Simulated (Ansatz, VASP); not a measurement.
# Al2Ru in VASP and in Ansatz

```
CELL_PARAMETERS angstrom
0.00000 3.99585 4.39294
2.15068 0.00000 4.39294
2.15068 3.99585 0.00000
ATOMIC_POSITIONS crystal
Al 0.07890 0.42110 0.07890
Al 0.42110 0.07890 0.42110
Al 0.17110 0.82890 0.17110
Al 0.82890 0.17110 0.82890
Ru 0.75000 0.75000 0.75000
Ru 0.50000 0.50000 0.50000
```

Change from the starting cell: volume 12.584 Å^3 an atom, stretch along a over the lengths across it, relative to the relaxed cell 0.9135.

Alike in both runs: task single point; functional LDA; k mesh 10 × 10 × 10; occupations gaussian, width 0.03 eV; no spin polarisation.

```csv
,VASP,Ansatz
version,VASP 6.6.1,Ansatz 0.2.0
potentials or method,"VASP PAW LDA potentials, release 64 (Al, Ru_pv), cutoff 520 eV","scalar-relativistic, plane waves, PAW"
valence electrons in the cell,40,44
```

```csv
,VASP,Ansatz,Ansatz less VASP
gap on the k mesh at the Fermi level (eV),none,none,-
pressure (GPa),15.9,15.3,-0.63
"traceless stress, the component that is largest in VASP (GPa)",20.80,20.74,-0.064
rms of the force components (eV/Å),0.210,0.209,-0.0013
```

Ansatz warns that its potentials were made for another functional, while VASP's fit it. LDA's correlation is that of Perdew and Zunger in VASP and of Perdew and Wang (1992) in Ansatz. Atom by atom the forces differ by 0.001 eV/Å (rms over components). A gap of «none» marks a metal or a gap that the smearing closes. VASP's potentials hold 40 valence electrons a cell and Ansatz's 44, so a difference there can come from the potentials and not from the codes.
